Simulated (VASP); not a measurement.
Set up this calculation in VASP 6.6.1, as the native input.

```yaml
Task: single point
Functional: PBEsol
Potentials_or_basis: VASP PAW PBE potentials, release 64 (Ba_sv, Ti_sv, O)
Cutoff: 520 eV
k_mesh: 7 × 7 × 7
Occupations: fermi-dirac, width 0.05 eV
Spin: no spin polarisation
Dipole_correction: no
Further_INCAR_settings: ALGO = Normal; EDIFF = 1e-06; NBANDS = 28
```

The structure of BaTiO3 lies in POSCAR:

```
BaTiO3
1.0
    2.8645730673      1.6538620315      2.3489021694
   -2.8645730673      1.6538620315      2.3489021694
    0.0000000000     -3.3077240631      2.3489021694
Ba Ti O
1 1 3
Direct
    0.0000000000      0.0000000000      0.0000000000
    0.4845000000      0.4845000000      0.4845000000
    0.5086000000      0.0175000000      0.5086000000
    0.0175000000      0.5086000000      0.5086000000
    0.5086000000      0.5086000000      0.0175000000
```

One way to write it, as run:

INCAR

```
PREC = Accurate ; ENCUT = 520
EDIFF = 1E-6 ; ISMEAR = -1
SIGMA = 0.05 ; LREAL = F
LASPH = T ; NELM = 80
ALGO = Normal ; ISIF = 2
LWAVE = F ; LCHARG = F
GGA = PS ; NBANDS = 28
```

KPOINTS

```
regular mesh
0
Gamma
  7 7 7
```

Potentials or basis: VASP PAW PBE potentials, release 64 (Ba_sv, Ti_sv, O).

Launch:

```sh
$ cat potpaw_PBE.64/Ba_sv/POTCAR potpaw_PBE.64/Ti_sv/POTCAR potpaw_PBE.64/O/POTCAR > POTCAR
$ mpirun -np 1 vasp_std > vasp.out
```

Results of the run:

```json
{
  "Pressure": "-5.7 GPa",
  "Largest force": "0.257 eV/Å",
  "Band gap on the k mesh": "2.30 eV (least direct gap 2.67 eV)"
}
```

Caveat: the cell stands under tension; the PAW data sets were made with another functional, which shifts forces and pressure a little; spin-orbit coupling is left out, which moves the levels of the heavy elements; an odd mesh through Γ misses points on the zone boundary, where band edges can lie.

It took 74 s on 1 thread of Intel Xeon 8259CL, on a shared host, peak memory 0.23 GiB.
